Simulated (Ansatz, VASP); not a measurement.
## Ag: VASP beside Ansatz

Contents of INCAR:

```
SYSTEM = Ag
  PREC = Accurate
  ENCUT = 520
  EDIFF = 1E-7
  ISMEAR = -1
  SIGMA = 0.03
  LREAL = .False.
  LASPH = .True.
  NELM = 80
  ALGO = Normal
  ISIF = 2
  LWAVE = .False.
  LCHARG = .True.
  GGA = PE
  LELF = .True.
  LVHAR = .True.
  NBANDS = 12
```

Contents of KPOINTS:

```
Automatic mesh
0
Gamma
  15 15 15
  0 0 0
```

The input POSCAR:

```
Ag
1.0
    0.0000000000      2.0224612152      2.0224612152
    2.0224612152      0.0000000000      2.0224612152
    2.0224612152      2.0224612152      0.0000000000
Ag
1
Direct
    0.0000000000      0.0000000000      0.0000000000
```

Input for Ansatz:

```yaml
crystal:
  lattice:
    - [0.0, 2.0224612152, 2.0224612152]
    - [2.0224612152, 0.0, 2.0224612152]
    - [2.0224612152, 2.0224612152, 0.0]
  atoms:
    - { symbol: Ag, position: [0.0, 0.0, 0.0] }
kpoints:
  mp_grid: { grid: [15, 15, 15] }
scf:
  occupations: { method: fermi_dirac, width: 0.03 }
hamiltonian:
  xc: pbe
  pseudopotentials: { kind: all_electron, lapw: { basis_error: 0.0005 } }
output:
  forces: true
  stress: true
  eigenvalues: true
```

Change from the starting cell: volume scaled by 0.97.

Alike in both runs: task single point; functional PBE; k mesh 15 × 15 × 15; occupations fermi-dirac, width 0.03 eV; no spin polarisation.

|  | VASP | Ansatz |
| --- | --- | --- |
| version | VASP 6.6.1 | Ansatz 0.2.0 |
| potentials or method | VASP PAW PBE potentials, release 64 (Ag), cutoff 520 eV | all-electron LAPW, scalar-relativistic |

VASP gave:

| Item | Value |
| --- | --- |
| pressure (GPa) | 8.2 |

Estimate Ansatz's values.

pressure (GPa): 8.4.

Ansatz ran all-electron here, and VASP with PAW potentials.
